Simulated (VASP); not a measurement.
Write the native input for VASP 6.6.1 that does the following.

```
Task                   : single point
Functional             : PBEsol
Potentials or basis    : VASP PAW PBE potentials, release 64 (Ti_sv, Al)
Cutoff                 : 520 eV
k mesh                 : 4 × 2 × 2
Occupations            : gaussian, width 0.1 eV
Spin                   : no spin polarisation
Dipole correction      : no
Further INCAR settings : ALGO = Normal; EDIFF = 1e-07; NBANDS = 18
```

The structure of TiAl3 lies in POSCAR:

```
TiAl3
1.0
    2.8396770000      0.0000000000      0.0000000000
    0.0000000000      4.6812640000      0.0000000000
    0.0000000000      0.0000000000      4.9007420000
Ti Al
1 3
Direct
    0.0000000000      0.5000000000      0.1659160000
    0.5000000000      0.5000000000      0.6672710000
    0.5000000000      0.0000000000      0.3309120000
    0.0000000000      0.0000000000      0.8359000000
```

The input as run:

INCAR

```
  PREC = Accurate
  ENCUT = 520
  EDIFF = 1E-7
  ISMEAR = 0
  SIGMA = 0.1
  LREAL = F
  LASPH = T
  NELM = 100
  ALGO = Normal
  ISIF = 2
  LWAVE = F
  LCHARG = F
  GGA = PS
  NBANDS = 18
```

KPOINTS

```
regular mesh
0
Gamma
  4 2 2
```

Potentials or basis: VASP PAW PBE potentials, release 64 (Ti_sv, Al).

Command:

```console
$ cat potpaw_PBE.64/Ti_sv/POTCAR potpaw_PBE.64/Al/POTCAR > POTCAR
$ mpirun -np 1 vasp_std > vasp.out
```

Results of the run:

```
Pressure               : -2.2 GPa
Largest force          : 0.182 eV/Å
Band gap on the k mesh : zero (an odd number of electrons rules out a gap without spin polarisation)
```

Caveat: the k points lie up to 0.67 Å⁻¹ apart, too coarse for converged energies and pressures of a metal; the PAW data sets were made with another functional, which shifts forces and pressure a little.

Wall time 24 s on 1 thread of AMD EPYC 7R13 (shared host), peak memory 0.18 GiB.
